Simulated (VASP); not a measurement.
# CuI (Cmcm) in VASP: notebook, part 2 of 2

VASP 6.6.1.

### 3 Single point, LDA (equal xx and yy strain of -1 %)

File INCAR:

```
SYSTEM = CuI
  ALGO = Normal
  EDIFF = 1E-6
  ENCUT = 520
  GGA = CA
  ISIF = 2
  ISMEAR = -1
  LASPH = .True.
  LCHARG = .False.
  LREAL = .False.
  LWAVE = .False.
  NBANDS = 26
  NELM = 100
  PREC = Accurate
  SIGMA = 0.02
```

File KPOINTS:

```
k-points
0
Gamma
  5 5 6
  0 0 0
```

File POSCAR:

```
CuI
1.0
    3.6958359141     -3.6739755063      0.0000000000
    3.6958359141      3.6739755063      0.0000000000
    0.0000000000      0.0000000000      4.3069976700
Cu I
2 2
Direct
    0.4204388300      0.5795611700      0.7500000000
    0.5795611700      0.4204388300      0.2500000000
    0.7700426800      0.2299573200      0.7500000000
    0.2299573200      0.7700426800      0.2500000000
```

Potentials or basis: VASP PAW LDA potentials, release 64 (Cu, I).

On the command line:

```console
cat potpaw_LDA.64/Cu/POTCAR potpaw_LDA.64/I/POTCAR > POTCAR
mpirun -np 1 vasp_std > vasp.out
```

It took 2 min on 1 thread of Intel Xeon Platinum 8259CL at 2.50GHz (Skylake/Cascade Lake), shared host; peak memory 0.24 GiB.

It converged, with:

```
Free energy            : -13.5384 eV
Pressure               : -2.6 GPa
Largest force          : 0.212 eV/Å
Band gap on the k mesh : 0.93 eV
```

Forces in eV/Å, atoms in the order of the input:
```
Cu   0.000  0.015  0.000
Cu   0.000 -0.015  0.000
I    0.000  0.212  0.000
I    0.000 -0.212  0.000
```

Stress tensor (GPa, compression positive):
```
-1.36  0.00  0.00
 0.00 -2.69  0.00
 0.00  0.00 -3.81
```

Levels at points of the mesh, in eV from the valence-band top:
```csv
k point,band 14,band 15,band 16,band 17,band 18,band 19,band 20,band 21,band 22,band 23
"(0.00, 0.00, 0.00)",-1.90,-1.82,-1.54,-0.92,0.00,0.93,1.60,2.29,4.62,5.06
"(0.00, 0.00, 0.50)",-2.05,-1.92,-1.92,-1.61,-1.61,3.69,3.69,3.71,3.71,5.87
```

Caveat: the cell differs from its parent crystal (equal xx and yy strain of -1 %); spin-orbit coupling is left out, which moves the levels of the heavy elements.

### 4 Single point, LDA (equal xx and yy strain of +2 %)

File INCAR:

```
SYSTEM = CuI
PREC = Accurate
ENCUT = 520
EDIFF = 1E-6
ISMEAR = -1
SIGMA = 0.02
LREAL = .False.
LASPH = .True.
NELM = 100
ALGO = Normal
ISIF = 2
LWAVE = .False.
LCHARG = .True.
LELF = .True.
LVHAR = .True.
NBANDS = 26
```

File KPOINTS:

```
regular mesh
0
Gamma
  5 5 6
  0 0 0
```

POSCAR, as its differences from that of step 3:

```diff
@@ -2,4 +2,4 @@
 1.0
-    3.6958359141     -3.6739755063      0.0000000000
-    3.6958359141      3.6739755063      0.0000000000
+    3.8078309418     -3.7853080974      0.0000000000
+    3.8078309418      3.7853080974      0.0000000000
     0.0000000000      0.0000000000      4.3069976700
```

Potentials or basis: VASP PAW LDA potentials, release 64 (Cu, I).

On the command line:

```console
cat potpaw_LDA.64/Cu/POTCAR potpaw_LDA.64/I/POTCAR > POTCAR
mpirun -np 1 vasp_std > vasp.out
```

OUTCAR:

```text
SYSTEM = CuI
   PREC = Accurate
   ENCUT = 520
   EDIFF = 1E-6
   ISMEAR = -1
   LREAL = .False.
   LASPH = .True.
   NELM = 100
   ISIF = 2

 ion  position               nearest neighbor table
   1  0.420  0.580  0.750-   2 2.47   2 2.47   4 2.59   4 2.59   3 2.65
   2  0.580  0.420  0.250-   1 2.47   1 2.47   3 2.59   3 2.59   4 2.65
   3  0.770  0.230  0.750-   2 2.59   2 2.59   1 2.65
   4  0.230  0.770  0.250-   1 2.59   1 2.59   2 2.65

  LATTYP: Found a base centered orthorhombic cell.
 ALAT       =     7.5706161948
 B/A-ratio  =     1.0059500690
[... 896 lines left out ...]
  --------------------------------------------------------------------------------------
  -------------------------------------------------------------------------------------
  Total       -1.1179949     -4.1365461     -4.0256410      0.0000000     -0.0000000      0.0000000
  in kB      -14.4266965    -53.3783237    -51.9471951      0.0000000     -0.0000000      0.0000000
  external PRESSURE =     -39.9174051 kB  Pullay stress =       0.0000000 kB

 VOLUME and BASIS-vectors are now :
 -----------------------------------------------------------------------------
  energy-cutoff  :      520.00
  volume of cell :      124.16
      direct lattice vectors                 reciprocal lattice vectors
     3.807830942 -3.785308097  0.000000000     0.131308351 -0.132089644  0.000000000
     3.807830942  3.785308097  0.000000000     0.131308351  0.132089644  0.000000000
     0.000000000  0.000000000  4.306997670     0.000000000  0.000000000  0.232180297

 POSITION                                       TOTAL-FORCE (eV/Angst)
 -----------------------------------------------------------------------------------
      3.80783      0.60233      3.23025         0.000000     -0.084888      0.000000
      3.80783     -0.60233      1.07675         0.000000      0.084888     -0.000000
      3.80783     -2.04439      3.23025         0.000000      0.672020     -0.000000
      3.80783      2.04439      1.07675         0.000000     -0.672020     -0.000000
 -----------------------------------------------------------------------------------
    total drift:                                0.000000     -0.000000      0.000000

  FREE ENERGIE OF THE ION-ELECTRON SYSTEM (eV)
  ---------------------------------------------------
  free  energy   TOTEN  =       -13.4244788614 eV

  energy  without entropy=      -13.4244788614  energy(sigma->0) =      -13.42447886
```

OSZICAR:

```text
N       E                     dE             d eps       ncg     rms          rms(c)
DAV:   1     0.269960558534E+03    0.26996E+03   -0.14628E+04  1872   0.145E+03
DAV:   2     0.133637401216E+02   -0.25660E+03   -0.24288E+03  1884   0.303E+02
DAV:   3    -0.127339745745E+02   -0.26098E+02   -0.25484E+02  2538   0.120E+02
DAV:   4    -0.141535692802E+02   -0.14196E+01   -0.14149E+01  2614   0.251E+01
DAV:   5    -0.142045879303E+02   -0.51019E-01   -0.51013E-01  2992   0.459E+00    0.930E+00
DAV:   6    -0.139507711728E+02    0.25382E+00   -0.11562E+01  2270   0.779E+01    0.611E+00
DAV:   7    -0.134261350852E+02    0.52464E+00   -0.26578E+00  2308   0.492E+01    0.292E+00
DAV:   8    -0.134422742062E+02   -0.16139E-01   -0.36123E-01  2908   0.916E+00    0.103E+00
DAV:   9    -0.134244482635E+02    0.17826E-01   -0.85382E-02  2590   0.753E+00    0.520E-01
DAV:  10    -0.134252483610E+02   -0.80010E-03   -0.57086E-03  2894   0.104E+00    0.366E-01
DAV:  11    -0.134244342888E+02    0.81407E-03   -0.29378E-03  2354   0.156E+00    0.118E-01
DAV:  12    -0.134244759340E+02   -0.41645E-04   -0.65866E-04  2218   0.133E-01    0.325E-02
DAV:  13    -0.134244789122E+02   -0.29781E-05   -0.23926E-05  2792   0.404E-02    0.502E-02
DAV:  14    -0.134244788614E+02    0.50710E-07   -0.31294E-06  1972   0.546E-02
   1 F= -.13424479E+02 E0= -.13424479E+02  d E =-.144612E-10
```

Run time: 1.9 min. Hardware: 1 thread of Intel Xeon Platinum 8259CL at 2.50GHz (Skylake/Cascade Lake), shared host; peak memory 0.25 GiB.

Results:

```yaml
Free_energy: -13.4245 eV
Pressure: -4.0 GPa
Largest_force: 0.672 eV/Å
Band_gap_on_the_k_mesh: 0.82 eV
```

Forces in eV/Å, atoms in the order of the input:
```
Cu   0.000 -0.085  0.000
Cu   0.000  0.085  0.000
I    0.000  0.672  0.000
I    0.000 -0.672  0.000
```

Stress tensor (GPa, compression positive):
```
-1.44  0.00  0.00
 0.00 -5.34  0.00
 0.00  0.00 -5.19
```

Caveat: the cell differs from its parent crystal (equal xx and yy strain of +2 %); the cell stands under tension; spin-orbit coupling is left out, which moves the levels of the heavy elements.

### 5 Summary

| cell | gap on the mesh (eV) | pressure (GPa) | largest force (eV/Å) |
| --- | --- | --- | --- |
| a = 5.106, b = 5.106, c = 4.307 Å, angles 90.0, 90.0, 89.7°, 4 atoms | 1.02 | -1.2 | 0.17 |
| a = 5.211, b = 5.211, c = 4.307 Å, angles 90.0, 90.0, 89.7°, 4 atoms | 0.93 | -2.6 | 0.21 |
| a = 5.369, b = 5.369, c = 4.307 Å, angles 90.0, 90.0, 89.7°, 4 atoms | 0.82 | -4.0 | 0.67 |

Alike in all rows: task single point; level LDA; potentials or basis VASP PAW LDA potentials, release 64 (Cu, I); no spin polarisation; k mesh 5 × 5 × 6; cutoff (eV) 520; smearing fermi-dirac 0.02 eV.

Caveats: spin-orbit coupling is left out, which moves the levels of the heavy elements; the cell stands under tension (at least some runs).

Total energies depend on the potentials used, so only differences within one code and one set of settings carry meaning.
